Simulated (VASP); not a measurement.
**NaCl: electric field gradients with PBE**

Crystal: NaCl.

```
Na Cl
1.0
     0.00000    2.83175    2.83175
     2.83175    0.00000    2.83175
     2.83175    2.83175    0.00000
Na Cl
1 1
Direct
  0.00000 0.00000 0.00000
  0.50510 0.50510 0.50510
```

This cell differs from its parent crystal: atom 2 (Cl) moved by [0.028868, 0.028868, 0.028868] A.

| Property | Result |
| --- | --- |
| Program | VASP 6.6.1 |
| Task | electric field gradients |
| Functional | PBE |
| Potentials or basis | VASP PAW PBE potentials, release 64 (Na_pv, Cl) |
| Cutoff | 520 eV |
| k mesh | 7 × 7 × 7 |
| Occupations | fermi-dirac, width 0.03 eV |
| Spin | no spin polarisation |
| Dipole correction | no |
| Further INCAR settings | ALGO = Normal; EDIFF = 1e-08; NBANDS = 14 |

* Pressure: 0.4 GPa
* Largest force: 0.065 eV/Å
* Band gap on the k mesh: 5.06 eV, direct

Forces in eV/Å, atoms in the order of the input:
```
Na   0.037  0.037  0.037
Cl  -0.037 -0.037 -0.037
```

Levels at points of the mesh, in eV from the valence-band top:
```tsv
k point	band 4	band 5	band 6	band 7	band 8	band 9	band 10	band 11
(0.00, 0.00, 0.00)	-12.63	0.00	0.00	0.00	5.06	11.11	11.11	11.11
```

Wall time 22 s on 1 thread of AMD EPYC 7R43 64-Core Processor (Zen 3) (shared host), peak memory 0.14 GiB.

Caveat: the cell differs from its parent crystal (atom 2 (Cl) moved by [0.028868, 0.028868, 0.028868] A); without QUAD_EFG the Cq values of the log hold for a quadrupole moment of 1 mb, not for the nuclei.
